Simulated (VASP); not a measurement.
# Rh (Cmcm) in VASP: a series of runs

The runs below take Rh through single point, with PBEsol.

All numbers are computed with VASP 6.6.1; they aren't measurements. Logs are shortened: lines on timing, memory, paths and dates and some standing lists are left out, and cuts for length are marked.

### Step 1. The cell of the first run

It takes space group Cmcm (No. 63, orthorhombic). The conventional cell has a = 2.594 Å, b = 4.730 Å, c = 4.428 Å, α = 90.00°, β = 90.00°, γ = 90.00°. Within 3.4 Å of Rh (site symmetry m2m) lie 12 Rh at 2.59 to 2.72 Å.

### Step 2. Single point, PBEsol (strain -0.0500 x Voigt [1, 0, 0, 0, 0, 0])

INCAR

```
PREC = Accurate ; ENCUT = 520
EDIFF = 1E-6 ; ISMEAR = 0
SIGMA = 0.15 ; LREAL = False
LASPH = True ; NELM = 80
ALGO = Fast ; ISIF = 2
LWAVE = False ; LCHARG = False
GGA = PS ; NBANDS = 22
```

KPOINTS

```
regular mesh
0
Gamma
  18 18 12
```

POSCAR

```
Rh
1.0
    2.5944300901      0.0000000000      0.0000000000
   -1.2972150451      2.3650972278      0.0000000000
    0.0000000000      0.0000000000      4.4284890000
Rh
2
Direct
    0.6666666667      0.3333333333      0.7500000000
    0.3333333333      0.6666666667      0.2500000000
```

Potentials or basis: VASP PAW PBE potentials, release 64 (Rh_pv).

Started as:

```sh
$ cat potpaw_PBE.64/Rh_pv/POTCAR > POTCAR
$ mpirun -np 1 vasp_std > vasp.out
```

OUTCAR:

```text
PREC = Accurate
   ENCUT = 520
   EDIFF = 1E-6
   ISMEAR = 0
   LREAL = False
   LASPH = True
   NELM = 80
   ISIF = 2
   GGA = PS

 ion  position               nearest neighbor table
   1  0.667  0.333  0.750-   2 2.68   2 2.68   2 2.68   2 2.68   2 2.72   2 2.72
   2  0.333  0.667  0.250-   1 2.68   1 2.68   1 2.68   1 2.68   1 2.72   1 2.72

  LATTYP: Found a base centered orthorhombic cell.
 ALAT       =     2.5944300901
 B/A-ratio  =     1.8232113764
 C/A-ratio  =     1.7069216923

  Lattice vectors:

 A1 = (   1.2972150451,  -2.3650972278,   0.0000000000)
 A2 = (   1.2972150450,   2.3650972278,   0.0000000000)
 A3 = (   0.0000000000,   0.0000000000,   4.4284890000)

Analysis of symmetry for initial positions (statically):
=====================================================================
 Subroutine PRICEL returns:
 Original cell was already a primitive cell.

 Routine SETGRP: Setting up the symmetry group for a
 base centered orthorhombic supercell.

 Subroutine GETGRP returns: Found  8 space group operations
 (whereof  4 operations were pure point group operations)
 out of a pool of  8 trial point group operations.

The static configuration has the point symmetry C_2h.
 The point group associated with its full space group is D_2h.

Analysis of symmetry for dynamics (positions and initial velocities):
=====================================================================
 Subroutine PRICEL returns:
 Original cell was already a primitive cell.

 Routine SETGRP: Setting up the symmetry group for a
 base centered orthorhombic supercell.

 Subroutine GETGRP returns: Found  8 space group operations
 (whereof  4 operations were pure point group operations)
 out of a pool of  8 trial point group operations.

The dynamic configuration has the point symmetry C_2h.
 The point group associated with its full space group is D_2h.

 Subroutine INISYM returns: Found  8 space group operations
 (whereof  4 operations are pure point group operations),
 and found     1 'primitive' translations

----------------------------------------------------------------------------------------

                                     Primitive cell

  volume of cell :      27.1736

  direct lattice vectors                    reciprocal lattice vectors
     2.594430090  0.000000000  0.000000000     0.385441105  0.211407799  0.000000000
    -1.297215045  2.365097228  0.000000000     0.000000000  0.422815599  0.000000000
     0.000000000  0.000000000  4.428489000     0.000000000  0.000000000  0.225810655

  length of vectors
     2.594430090  2.697489902  4.428489000     0.439611309  0.422815599  0.225810655

  position of ions in fractional coordinates (direct lattice)
     0.666666667  0.333333333  0.750000000
     0.333333333  0.666666667  0.250000000

  ion indices of the primitive-cell ions
   primitive index   ion index
                 1           1
                 2           2

----------------------------------------------------------------------------------------

 KPOINTS: regular mesh

Automatic generation of k-mesh.
 Grid dimensions read from file:
 generate k-points for:   18   18   12

 Generating k-lattice:

  Cartesian coordinates                     Fractional coordinates (reciprocal lattice)
     0.021413395  0.011744878  0.000000000     0.055555556  0.000000000  0.000000000
     0.000000000  0.023489755  0.000000000     0.000000000  0.055555556  0.000000000
     0.000000000  0.000000000  0.018817555     0.000000000  0.000000000  0.083333333

  Length of vectors
     0.024422850  0.023489755  0.018817555

  Shift w.r.t. Gamma in fractional coordinates (k-lattice)
     0.000000000  0.000000000  0.000000000

 Subroutine IBZKPT returns following result:
 ===========================================

 Found    637 irreducible k-points:

 Following reciprocal coordinates:
            Coordinates               Weight
  0.000000  0.000000  0.000000      1.000000
  0.055556 -0.000000  0.000000      4.000000
  0.111111 -0.000000  0.000000      4.000000
  0.166667 -0.000000  0.000000      4.000000
  0.222222 -0.000000  0.000000      4.000000
  0.277778 -0.000000  0.000000      4.000000
[... 16 lines left out ...]
 -0.333333  0.055556  0.000000      4.000000
 -0.277778  0.055556  0.000000      4.000000
 [... further k-points ...]
   k-points           NKPTS =    637   k-points in BZ     NKDIM =    637   number of bands    NBANDS=     22
   number of dos      NEDOS =    301   number of ions     NIONS =      2
   total plane-waves  NPLWV =  14400
   dimension x,y,z NGX =    20 NGY =   20 NGZ =   36
   dimension x,y,z NGXF=    40 NGYF=   40 NGZF=   72
   ions per type =               2
   NGX,Y,Z   is equivalent  to a cutoff of  12.82, 12.33, 13.51 a.u.
   NGXF,Y,Z  is equivalent  to a cutoff of  25.63, 24.65, 27.03 a.u.
 SYSTEM =  unknown system
   PREC   = accura    normal or accurate (medium, high low for compatibility)
   ISTART =      0    job   : 0-new  1-cont  2-samecut
   ICHARG =      2    charge: 1-file 2-atom 10-const
   ISPIN  =      1    spin polarized calculation?
   LNONCOLLINEAR =      F non collinear calculations
   LSORBIT =      F    spin-orbit coupling
   LASPH  =      T    aspherical Exc in radial PAW
   ENCUT  =  520.0 eV  38.22 Ry    6.18 a.u.   4.82  5.02  8.23*2*pi/ulx,y,z
   NELM   =     80;   NELMIN=  2; NELMDL= -5     # of ELM steps
   EDIFF  = 0.1E-05   stopping-criterion for ELM
   LREAL  =      F    real-space projection
   EDIFFG = 0.1E-04   stopping-criterion for IOM
   NSW    =      0    number of steps for IOM
   IBRION =     -1    ionic relax: 0-MD 1-quasi-New 2-CG
   NFREE  =      0    steps in history (QN), initial steepest desc. (CG)
   ISIF   =      2    stress and relaxation
   ISYM   =      2    0-nonsym 1-usesym 2-fastsym
   POTIM  = 0.5000    time-step for ionic-motion
   TEBEG  =    0.0;   TEEND  =   0.0 temperature during run
   PSTRESS=    0.0 pullay stress
   NELECT =      30.0000    total number of electrons
   NUPDOWN=      -1.0000    fix difference up-down
   EMIN   =  10.00;   EMAX   =-10.00  energy-range for DOS
   EFERMI =   0.00;   METHOD = LEGACY
   ISMEAR =     0;   SIGMA  =   0.15  broadening in eV -4-tet -1-fermi 0-gaus
   EFERMI_NEDOS =   21; number of points for ismear=-14 and -15
   IALGO  =     68    algorithm
   IMIX   =      4    mixing-type and parameters
     AMIX     =   0.40;   BMIX     =  1.00
     AMIX_MAG =   1.60;   BMIX_MAG =  1.00
  volume/ion in A,a.u.               =      13.59        91.69
  Fermi-wavevector in a.u.,A,eV,Ry     =   1.691998  3.197412 38.951518  2.862856
  Thomas-Fermi vector in A             =   2.773663
   LORBIT       =      0    0 simple, 1 ext, 2 COOP (PROOUT), +10 PAW based schemes
   GGA     = PS    functional components
   LHFCALC =     F    Hartree Fock is set to
   AEXX    =    0.0000 exact exchange contribution
   IVDW    =     0    specifies the selected vdW correction
   LEPSILON=     F    determine dielectric tensor
   LRPA    =     F    only Hartree local field effects (RPA)
 non-spin polarized calculation
 RMM-DIIS sequential band-by-band and
 Gauss-broadening in eV      SIGMA  =   0.15
  energy-cutoff  :      520.00
  volume of cell :       27.17
 maximum number of plane-waves:       750
   NGX =  9   NGY = 11   NGZ = 17

 number of electron      30.0000002 magnetization

 Free energy of the ion-electron system (eV)
  ---------------------------------------------------
  ext. energy  EPLUGINS =         0.00000000
  ---------------------------------------------------
  free energy    TOTEN  =       -16.15736196 eV

  energy without entropy =      -16.12171230  energy(sigma->0) =      -16.13953713

 E-fermi :  12.0477     XC(G=0): -14.2909

 val. band max:       12.0468920610   @ k =   0.1667   0.1667   0.4167
 cond. band min:      12.0479722696   @ k =   0.3333   0.2222   0.0833
 fundamental gap:      0.0010802086
 Fermi energy:        12.0476599509

 k-point     1 :       0.0000    0.0000    0.0000
  band No.  band energies     occupation
      1     -35.1032      2.00000
      2     -34.4593      2.00000
      3     -34.4297      2.00000
      4     -34.3706      2.00000
      5     -34.3645      2.00000
      6     -34.3342      2.00000
[... 14 lines left out ...]
     21      29.7332      0.00000
     22      30.7395      0.00000

 k-point     2 :       0.0556   -0.0000    0.0000
  band No.  band energies     occupation
      1     -35.0953      2.00000
      2     -34.4680      2.00000
      3     -34.4480      2.00000
      4     -34.3729      2.00000
      5     -34.3720      2.00000
      6     -34.3512      2.00000
[... 14 lines left out ...]
     21      29.8808      0.00000
     22      30.8940      0.00000

 k-point     3 :       0.1111   -0.0000    0.0000
  band No.  band energies     occupation
      1     -35.0723      2.00000
      2     -34.5162      2.00000
      3     -34.4769      2.00000
      4     -34.4227      2.00000
      5     -34.3801      2.00000
      6     -34.3714      2.00000
[... 14 lines left out ...]
     21      30.2720      0.00000
     22      31.1171      0.00000

 k-point     4 :       0.1667   -0.0000    0.0000
  band No.  band energies     occupation
      1     -35.0357      2.00000
      2     -34.6060      2.00000
      3     -34.5163      2.00000
      4     -34.5013      2.00000
      5     -34.3925      2.00000
      6     -34.3886      2.00000
[... 14 lines left out ...]
     21      30.6016      0.00000
     22      30.7399      0.00000

 k-point     5 :       0.2222   -0.0000    0.0000
  band No.  band energies     occupation
      1     -34.9880      2.00000
      2     -34.7171      2.00000
      3     -34.6257      2.00000
      4     -34.5340      2.00000
      5     -34.4105      2.00000
      6     -34.4092      2.00000
[... 417 lines left out ...]
 k-point    22 :      -0.3889    0.0556    0.0000
  band No.  band energies     occupation
      1     -35.0041      2.00000
      2     -34.9156      2.00000
      3     -34.8372      2.00000
      4     -34.6049      2.00000
      5     -34.4825      2.00000
      6     -34.4669      2.00000
[... 14 lines left out ...]
     21      26.2477      0.00000
     22      27.4480      0.00000

 k-point    23 :      -0.3333    0.0556    0.0000
  band No.  band energies     occupation
      1     -34.9073      2.00000
      2     -34.8956      2.00000
      3     -34.8274      2.00000
      4     -34.5733      2.00000
      5     -34.4507      2.00000
      6     -34.4458      2.00000
[... 14 lines left out ...]
     21      27.4412      0.00000
     22      28.2970      0.00000

 k-point    24 :      -0.2778    0.0556    0.0000
  band No.  band energies     occupation
      1     -34.9533      2.00000
      2     -34.7947      2.00000
      3     -34.7215      2.00000
      4     -34.5383      2.00000
      5     -34.4237      2.00000
      6     -34.4231      2.00000
[... 14 lines left out ...]
     21      28.7650      0.00000
     22      29.3228      0.00000

 [... further k-points ...]
[... 5 lines left out ...]
  --------------------------------------------------------------------------------------
  -------------------------------------------------------------------------------------
  Total        2.1661199     -1.0370077     -1.1137093      0.0000000      0.0000000      0.0000000
  in kB      127.7163618    -61.1428959    -65.6652914      0.0000000      0.0000000      0.0000000
  external PRESSURE =       0.3027248 kB  Pullay stress =       0.0000000 kB

 VOLUME and BASIS-vectors are now :
 -----------------------------------------------------------------------------
  energy-cutoff  :      520.00
  volume of cell :       27.17
      direct lattice vectors                 reciprocal lattice vectors
     2.594430090  0.000000000  0.000000000     0.385441105  0.211407799  0.000000000
    -1.297215045  2.365097228  0.000000000     0.000000000  0.422815599  0.000000000
     0.000000000  0.000000000  4.428489000     0.000000000  0.000000000  0.225810655

 POSITION                                       TOTAL-FORCE (eV/Angst)
 -----------------------------------------------------------------------------------
      1.29722      0.78837      3.32137         0.000000     -0.111517      0.000000
     -0.00000      1.57673      1.10712        -0.000000      0.111517      0.000000
 -----------------------------------------------------------------------------------
    total drift:                               -0.000000      0.000000     -0.000000

  FREE ENERGIE OF THE ION-ELECTRON SYSTEM (eV)
  ---------------------------------------------------
  free  energy   TOTEN  =       -16.1573619564 eV

  energy  without entropy=      -16.1217122989  energy(sigma->0) =      -16.13953713
```

Wall time 4.7 min (1 thread of Intel Xeon 6975P-C, shared host); peak memory 0.38 GiB.

What came out:

```
Free energy            : -16.1574 eV
Pressure               : 0.0 GPa
Largest force          : 0.112 eV/Å
Band gap on the k mesh : zero (band 15 reaches 12.85 eV, above the bottom of band 16 at 10.24 eV)
```

Forces in eV/Å, atoms in the order of the input:
```
Rh   0.000 -0.112  0.000
Rh   0.000  0.112  0.000
```

Stress tensor (GPa, compression positive):
```
12.77  0.00  0.00
 0.00 -6.11  0.00
 0.00  0.00 -6.57
```

Caveat: the cell differs from its parent crystal (strain -0.0500 x Voigt [1, 0, 0, 0, 0, 0]); the PAW data sets were made with another functional, which shifts forces and pressure a little.

### Step 3. Single point, PBEsol (strain -0.0250 x Voigt [1, 0, 0, 0, 0, 0])

INCAR

```
SYSTEM = Rh
  PREC = Accurate
  ENCUT = 520
  EDIFF = 1E-7
  ISMEAR = 0
  SIGMA = 0.15
  LREAL = .FALSE.
  LASPH = .TRUE.
  NELM = 80
  ALGO = Fast
  ISIF = 2
  LWAVE = .FALSE.
  LCHARG = .FALSE.
  GGA = PS
  NBANDS = 22
```

KPOINTS

```
regular mesh
0
G
  18 18 12
  0 0 0
```

POSCAR

```
Rh
1.0
    2.6627045662      0.0000000000      0.0000000000
   -1.3313522831      2.3650972278      0.0000000000
    0.0000000000      0.0000000000      4.4284890000
Rh
2
Direct
    0.6666666667      0.3333333333      0.7500000000
    0.3333333333      0.6666666667      0.2500000000
```

Potentials or basis: VASP PAW PBE potentials, release 64 (Rh_pv).

Started as:

```sh
$ cat potpaw_PBE.64/Rh_pv/POTCAR > POTCAR
$ mpirun -np 1 vasp_std > vasp.out
```

It took 5 min on 1 thread of Intel Xeon 6975P-C, shared host; peak memory 0.39 GiB.

Results (log left out):

| Property | Result |
| --- | --- |
| Free energy | -16.1807 eV |
| Pressure | -7.6 GPa |
| Largest force | 0.050 eV/Å |
| Band gap on the k mesh | zero (band 15 reaches 12.27 eV, above the bottom of band 16 at 9.83 eV) |

Forces in eV/Å, atoms in the order of the input:
```
Rh   0.000 -0.050  0.000
Rh   0.000  0.050  0.000
```

Stress tensor (GPa, compression positive):
```
 -1.90   0.00   0.00
  0.00  -9.82   0.00
  0.00   0.00 -11.05
```

Levels at points of the mesh, in eV from the Fermi level:
```
           k point  band 11  band 12  band 13  band 14  band 15  band 16  band 17  band 18  band 19  band 20
(0.00, 0.00, 0.00)    -2.76    -2.67    -2.29    -1.81    -1.72     0.11     0.20     0.52     8.23    15.91
(0.50, 0.00, 0.00)    -2.71    -2.19    -2.06     0.52     0.56     0.80     3.07     5.19    10.27    10.60
(0.00, 0.50, 0.00)    -2.75    -2.40    -2.17     0.46     0.63     0.74     2.89     4.91     9.93    10.37
(0.00, 0.00, 0.50)    -3.23    -3.23    -2.86    -2.86    -0.47    -0.47    -0.36    -0.36    14.58    14.58
(0.50, 0.00, 0.50)    -1.64    -1.64    -0.29    -0.29     0.69     0.69     2.70     2.70     9.33     9.33
(0.00, 0.50, 0.50)    -1.47    -1.47    -0.34    -0.34     0.63     0.63     2.48     2.48     8.96     8.96
```

Caveat: the cell differs from its parent crystal (strain -0.0250 x Voigt [1, 0, 0, 0, 0, 0]); the PAW data sets were made with another functional, which shifts forces and pressure a little.
